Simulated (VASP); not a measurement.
Crystal: NbRu3C.

```
Ru Nb C
1.0
     4.06514    0.00000    0.00000
     0.00000    4.06514    0.00000
     0.00000    0.00000    4.06514
Ru Nb C
3 1 1
Direct
  0.50000 0.50000 0.00000
  0.50000 0.00000 0.50000
  0.00000 0.50000 0.50000
  0.00000 0.00000 0.00000
  0.50000 0.50000 0.50000
```

Base run:

- Program: VASP 6.6.1
- Functional: PBE
- Potentials or basis: VASP PAW PBE potentials, release 64 (Ru_pv, Nb_sv, C)
- Cutoff: 520 eV
- k mesh: 7 × 7 × 7
- Occupations: fermi-dirac, width 0.05 eV
- Spin: no spin polarisation

Its results: pressure -3.5 GPa.

Question: The run is repeated on the same cell with these changes: functional from PBE to PBEsol. What comes out?

Answer: Pressure -11.9 GPa.

PBEsol binds more tightly than PBE, so the same cell stands under less pressure.

Caveats: the PAW data sets were made with another functional, which shifts forces and pressure a little (some runs).
